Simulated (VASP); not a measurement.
# CsH (Pm-3m) in VASP: a series of runs

The runs below take CsH through G0W0 quasiparticle levels, with r2SCAN, LDA.

Program: VASP 6.6.1. These are calculated values, not measurements. Logs are shortened: lines on timing, memory, paths and dates and some standing lists are left out, and cuts for length are marked.

### Step 1. The cell of the first run

The structure is cubic, space group Pm-3m (No. 221). Conventional cell: a = 3.813 Å, b = 3.813 Å, c = 3.813 Å, α = 90.00°, β = 90.00°, γ = 90.00°. Cs (site symmetry m-3m) has 8 H at 3.30 Å and 6 Cs at 3.81 Å within 4.3 Å. Within 4.3 Å of H (site symmetry m-3m) lie 8 Cs at 3.30 Å and 6 H at 3.81 Å.

### Step 2. G0W0 quasiparticle levels, r2SCAN

File POSCAR:

```
CsH
1.0
    3.8130897759      0.0000000000      0.0000000000
    0.0000000000      3.8130897759      0.0000000000
    0.0000000000      0.0000000000      3.8130897759
Cs H
1 1
Direct
    0.0000000000      0.0000000000      0.0000000000
    0.5000000000      0.5000000000      0.5000000000
```

File INCAR.step1:

```
SYSTEM = CsH
PREC     = Accurate       ! precision mode
ENCUT    = 500            ! plane-wave cutoff, eV
EDIFF    = 1E-8           ! SCF threshold, eV
ISMEAR   = 0              ! smearing method
SIGMA    = 0.01           ! smearing width, eV
LREAL    = .FALSE.        ! projectors in reciprocal space
LASPH    = .TRUE.         ! aspherical terms in the spheres
NELM     = 80             ! most SCF steps
ALGO     = Normal         ! electronic algorithm
LWAVE    = .TRUE.         ! write WAVECAR
LCHARG   = .FALSE.        ! write CHGCAR
METAGGA  = R2SCAN         ! meta-GGA
LMIXTAU  = .TRUE.
```

File INCAR.step2:

```
SYSTEM = CsH
PREC     = Accurate       ! precision mode
ENCUT    = 500            ! plane-wave cutoff, eV
EDIFF    = 1E-8           ! SCF threshold, eV
ISMEAR   = 0              ! smearing method
SIGMA    = 0.01           ! smearing width, eV
LREAL    = .FALSE.        ! projectors in reciprocal space
LASPH    = .TRUE.         ! aspherical terms in the spheres
NELM     = 1              ! most SCF steps
ALGO     = Exact          ! electronic algorithm
LWAVE    = .TRUE.         ! write WAVECAR
LCHARG   = .FALSE.        ! write CHGCAR
METAGGA  = R2SCAN         ! meta-GGA
LMIXTAU  = .TRUE.       
NBANDS   = 95             ! bands
LOPTICS  = .TRUE.         ! frequency-dependent dielectric function
ISTART   = 1
```

File INCAR.step3:

```
SYSTEM = CsH
PREC     = Accurate       ! precision mode
ENCUT    = 500            ! plane-wave cutoff, eV
EDIFF    = 1E-8           ! SCF threshold, eV
ISMEAR   = 0              ! smearing method
SIGMA    = 0.01           ! smearing width, eV
LREAL    = .FALSE.        ! projectors in reciprocal space
LASPH    = .TRUE.         ! aspherical terms in the spheres
ALGO     = EVGW0          ! electronic algorithm
LWAVE    = .FALSE.        ! write WAVECAR
LCHARG   = .FALSE.        ! write CHGCAR
METAGGA  = R2SCAN         ! meta-GGA
LMIXTAU  = .TRUE.       
NELMGW   = 1            
NBANDS   = 95             ! bands
ENCUTGW  = 80.0           ! cutoff of the response function
NOMEGA   = 96             ! frequency points
PRECFOCK = Fast         
ISTART   = 1            
NBANDSGW = 13           
OMEGAMAX = 20
```

File KPOINTS:

```
regular mesh
0
G
  4 4 4
  0 0 0
```

Potentials or basis: VASP PAW PBE potentials, release 64 (Cs_sv_GW, H_GW).

On the command line:

```
> cat potpaw_PBE.64/Cs_sv_GW/POTCAR potpaw_PBE.64/H_GW/POTCAR > POTCAR
> cp INCAR.step1 INCAR
> mpirun -np 1 vasp_std > vasp.out
> cp INCAR.step2 INCAR
> mpirun -np 1 vasp_std > vasp.out
> cp INCAR.step3 INCAR
> mpirun -np 1 vasp_std > vasp.out
```

OUTCAR:

```text
SYSTEM = CsH
   PREC = Accurate
   ENCUT = 500
   EDIFF = 1E-8
   ISMEAR = 0
   LREAL = .FALSE.
   LASPH = .TRUE.
   METAGGA = R2SCAN
   NELMGW = 1
   ENCUTGW = 80.0
   PRECFOCK = Fast
   ISTART = 1

 ion  position               nearest neighbor table
   1  0.000  0.000  0.000-
   2  0.500  0.500  0.500-

  LATTYP: Found a simple cubic cell.
 ALAT       =     3.8130897759

  Lattice vectors:

 A1 = (   3.8130897759,   0.0000000000,   0.0000000000)
 A2 = (   0.0000000000,   3.8130897759,   0.0000000000)
 A3 = (   0.0000000000,   0.0000000000,   3.8130897759)

Analysis of symmetry for initial positions (statically):
=====================================================================
 Subroutine PRICEL returns:
 Original cell was already a primitive cell.

 Routine SETGRP: Setting up the symmetry group for a
 simple cubic supercell.

 Subroutine GETGRP returns: Found 48 space group operations
 (whereof 48 operations were pure point group operations)
 out of a pool of 48 trial point group operations.

The static configuration has the point symmetry O_h .

Analysis of symmetry for dynamics (positions and initial velocities):
=====================================================================
 Subroutine PRICEL returns:
 Original cell was already a primitive cell.

 Routine SETGRP: Setting up the symmetry group for a
 simple cubic supercell.

 Subroutine GETGRP returns: Found 48 space group operations
 (whereof 48 operations were pure point group operations)
 out of a pool of 48 trial point group operations.

The dynamic configuration has the point symmetry O_h .

 Subroutine INISYM returns: Found 48 space group operations
 (whereof 48 operations are pure point group operations),
 and found     1 'primitive' translations

----------------------------------------------------------------------------------------

                                     Primitive cell

  volume of cell :      55.4410

  direct lattice vectors                    reciprocal lattice vectors
     3.813089776  0.000000000  0.000000000     0.262254512  0.000000000  0.000000000
     0.000000000  3.813089776  0.000000000     0.000000000  0.262254512  0.000000000
     0.000000000  0.000000000  3.813089776     0.000000000  0.000000000  0.262254512

  length of vectors
     3.813089776  3.813089776  3.813089776     0.262254512  0.262254512  0.262254512

  position of ions in fractional coordinates (direct lattice)
     0.000000000  0.000000000  0.000000000
     0.500000000  0.500000000  0.500000000

  ion indices of the primitive-cell ions
   primitive index   ion index
                 1           1
                 2           2

----------------------------------------------------------------------------------------

 KPOINTS: regular mesh

Automatic generation of k-mesh.
 Grid dimensions read from file:
 generate k-points for:    4    4    4

 Generating k-lattice:

  Cartesian coordinates                     Fractional coordinates (reciprocal lattice)
     0.065563628  0.000000000  0.000000000     0.250000000  0.000000000  0.000000000
     0.000000000  0.065563628  0.000000000     0.000000000  0.250000000  0.000000000
     0.000000000  0.000000000  0.065563628     0.000000000  0.000000000  0.250000000

  Length of vectors
     0.065563628  0.065563628  0.065563628

  Shift w.r.t. Gamma in fractional coordinates (k-lattice)
     0.000000000  0.000000000  0.000000000

 Subroutine IBZKPT returns following result:
 ===========================================

 Found     10 irreducible k-points:

 Following reciprocal coordinates:
            Coordinates               Weight
  0.000000  0.000000  0.000000      1.000000
  0.250000  0.000000  0.000000      6.000000
  0.500000  0.000000  0.000000      3.000000
  0.250000  0.250000  0.000000     12.000000
  0.500000  0.250000  0.000000     12.000000
  0.500000  0.500000  0.000000      3.000000
  0.250000  0.250000  0.250000      8.000000
  0.500000  0.250000  0.250000     12.000000
  0.500000  0.500000  0.250000      6.000000
  0.500000  0.500000  0.500000      1.000000
   k-points           NKPTS =     10   k-points in BZ     NKDIM =     64   number of bands    NBANDS=     95
   number of dos      NEDOS =    301   number of ions     NIONS =      2
   total plane-waves  NPLWV =  21952
   dimension x,y,z NGX =    28 NGY =   28 NGZ =   28
   dimension x,y,z NGXF=    56 NGYF=   56 NGZF=   56
   ions per type =               1   1
   NGX,Y,Z   is equivalent  to a cutoff of  12.21, 12.21, 12.21 a.u.
   NGXF,Y,Z  is equivalent  to a cutoff of  24.42, 24.42, 24.42 a.u.
 SYSTEM =  CsH
   PREC   = accura    normal or accurate (medium, high low for compatibility)
   ISTART =      1    job   : 0-new  1-cont  2-samecut
   ICHARG =      0    charge: 1-file 2-atom 10-const
   ISPIN  =      1    spin polarized calculation?
   LNONCOLLINEAR =      F non collinear calculations
   LSORBIT =      F    spin-orbit coupling
   LASPH  =      T    aspherical Exc in radial PAW
   ENCUT  =  500.0 eV  36.75 Ry    6.06 a.u.   6.95  6.95  6.95*2*pi/ulx,y,z
   NELM   =     60;   NELMIN=  2; NELMDL=  0     # of ELM steps
   EDIFF  = 0.1E-07   stopping-criterion for ELM
   LREAL  =      F    real-space projection
   EDIFFG = 0.1E-06   stopping-criterion for IOM
   NSW    =      0    number of steps for IOM
   IBRION =     -1    ionic relax: 0-MD 1-quasi-New 2-CG
   NFREE  =      0    steps in history (QN), initial steepest desc. (CG)
   ISIF   =      0    stress and relaxation
   ISYM   =      3    0-nonsym 1-usesym 2-fastsym
   POTIM  = 0.5000    time-step for ionic-motion
   TEBEG  =    0.0;   TEEND  =   0.0 temperature during run
   PSTRESS=    0.0 pullay stress
   NELECT =      10.0000    total number of electrons
   NUPDOWN=      -1.0000    fix difference up-down
   EMIN   =  10.00;   EMAX   =-10.00  energy-range for DOS
   EFERMI =   0.00;   METHOD = LEGACY
   ISMEAR =     0;   SIGMA  =   0.01  broadening in eV -4-tet -1-fermi 0-gaus
   EFERMI_NEDOS =   21; number of points for ismear=-14 and -15
   IALGO  =     38    algorithm
   IMIX   =      4    mixing-type and parameters
     AMIX     =   0.40;   BMIX     =  1.00
     AMIX_MAG =   1.60;   BMIX_MAG =  1.00
  volume/ion in A,a.u.               =      27.72       187.07
  Fermi-wavevector in a.u.,A,eV,Ry     =   0.924977  1.747954 11.640917  0.855583
  Thomas-Fermi vector in A             =   2.050782
   LORBIT       =      0    0 simple, 1 ext, 2 COOP (PROOUT), +10 PAW based schemes
   METAGGA = R2SCAN    functional components
   LHFCALC =     T    Hartree Fock is set to
   PRECFOCK=fast      Normal, Fast or Accurate (Low or Medium for compatibility)
   ENCUT4O =  -1.0   cutoff for four orbital integrals eV
   NKREDX  =     1    reduce k-point grid by
   NKREDY  =     1    reduce k-point grid by
   NKREDZ  =     1    reduce k-point grid by
   AEXX    =    1.0000 exact exchange contribution
   HFSCREEN=    0.0000 screening length (either q_TF or 0.3 A-1)
   HFSCREENC=   0.0000 screening length for correlation (either q_TF or 0.3 A-1)
   ENCUTFOCK=  -1.0 apply spherical cutoff to Coloumb kernel
   IVDW    =     0    specifies the selected vdW correction
   LEPSILON=     F    determine dielectric tensor
   LRPA    =     F    only Hartree local field effects (RPA)
   LRPAFORCE           =     F    calculate RPA forces
   ENCUTGW             =  80.0    cutoff for response function in eV
   ENCUTGWSOFT         =  64.0    soft cutoff for Coulomb kernel in GW response function in eV
   ENCUTLF             =  -1.0    cutoff for local field effects
   NELMGW              =     1    number of iterations in solving QP/BSE equation
   NELMHF              =     1    number of iterations in the inner HF iteration
   NKREDLFX            =     1    NKREDLFY  =   1   NKREDLFZ  =   1
 non-spin polarized calculation
 Gauss-broadening in eV      SIGMA  =   0.01
  energy-cutoff  :      500.00
  volume of cell :       55.44
 maximum number of plane-waves:      1422
 NGX is ok and might be reduce to    28
  NGX = 16; NGY = 16; NGZ = 16
   NGX = 13   NGY = 13   NGZ = 13
 maximum number of plane-waves:        96
 NGX is ok and might be reduce to    14

 QP shifts <psi_nk| G(iteration)W_0 |psi_nk>: iteration 1
 for sc-GW calculations column KS-energies equals QP-energies in previous step
 and V_xc(KS)=  KS-energies - (<T + V_ion + V_H > + <T+V_H+V_ion>^1  + <V_x>^1)

 k-point   1 :       0.0000    0.0000    0.0000
  band No.  KS-energies  QP-energies   sigma(KS)   V_xc(KS)     V^pw_x(r,r')   Z            occupation Imag(sigma)

      1     -20.8431     -21.0192     -15.1134     -14.8626     -22.6686       0.7022       2.0000       1.1412
      2      -6.5293      -7.7656     -15.2064     -13.6345     -17.6061       0.7865       2.0000       0.0737
      3      -6.5293      -7.7656     -15.2064     -13.6345     -17.6061       0.7865       2.0000       0.0737
      4      -6.5293      -7.7656     -15.2064     -13.6345     -17.6061       0.7865       2.0000       0.0737
      5      -0.2694      -1.4540     -10.7374      -9.1436     -12.8282       0.7433       2.0000       0.0860
      6       5.4414       6.2293      -6.9459      -7.9084      -3.6516       0.8187       0.0000      -0.0552
      7       5.4414       6.2293      -6.9459      -7.9084      -3.6516       0.8187       0.0000      -0.0552
      8       9.6447      10.2072      -8.4459      -9.1907      -4.6289       0.7553       0.0000      -0.1350
      9      11.6962      12.9987      -8.4601     -10.0835      -4.5809       0.8023       0.0000      -0.1588
     10      11.6962      12.9987      -8.4601     -10.0835      -4.5809       0.8023       0.0000      -0.1588
     11      11.6962      12.9987      -8.4601     -10.0835      -4.5809       0.8023       0.0000      -0.1588
     12      12.2081      13.0353      -6.6346      -7.6703      -2.5435       0.7987       0.0000      -0.2035
     13      12.2081      13.0353      -6.6346      -7.6703      -2.5435       0.7987       0.0000      -0.2035

 k-point   2 :       0.2500    0.0000    0.0000
  band No.  KS-energies  QP-energies   sigma(KS)   V_xc(KS)     V^pw_x(r,r')   Z            occupation Imag(sigma)
[... 137 lines left out ...]
      1     -20.3684     -20.5012     -15.3793     -15.1903     -22.8017       0.7026       2.0000       0.9823
      2      -7.5239      -8.8758     -14.7506     -13.0188     -17.2941       0.7807       2.0000       0.0857
      3      -7.5239      -8.8758     -14.7506     -13.0188     -17.2941       0.7807       2.0000       0.0857
      4      -7.5239      -8.8758     -14.7506     -13.0188     -17.2941       0.7807       2.0000       0.0857
      5       1.6038       0.6208     -11.6930     -10.4016     -13.3968       0.7611       2.0000       0.0483
      6       4.7810       5.3840      -6.5427      -7.2772      -3.5329       0.8209       0.0000      -0.0473
      7       4.7810       5.3840      -6.5427      -7.2772      -3.5329       0.8209       0.0000      -0.0473
      8       4.7810       5.3840      -6.5427      -7.2772      -3.5329       0.8209       0.0000      -0.0473
      9      13.6977      14.5803      -7.3610      -8.4661      -2.7611       0.7986       0.0000      -0.3391
     10      13.6977      14.5803      -7.3610      -8.4661      -2.7611       0.7986       0.0000      -0.3391
     11      13.6977      14.5803      -7.3610      -8.4661      -2.7611       0.7986       0.0000      -0.3391
     12      14.0767      15.8011      -9.1269     -11.2413      -4.9887       0.8155       0.0000      -0.4483
     13      14.0767      15.8011      -9.1269     -11.2413      -4.9887       0.8155       0.0000      -0.4483
```

Run time: 2.7 min. Hardware: 1 thread of AMD EPYC 9R45 (Zen 5), shared host; peak memory 0.66 GiB.

Results:

```
Quasiparticle gap                                   : 4.71 eV
Least direct quasiparticle gap                      : 4.76 eV
Band gap of the starting levels on the mesh         : 3.18 eV
Least direct gap of the starting levels on the mesh : 3.18 eV
```

Caveat: the k points lie up to 0.41 Å⁻¹ apart; bands, screening cutoff and mesh are small and nothing is extrapolated, so the quasiparticle values aren't converged; the structure was generated, so it needn't be the stable form of CsH; spin-orbit coupling is left out, which moves the levels of the heavy elements.

(Part 1 of 2 ends here.)
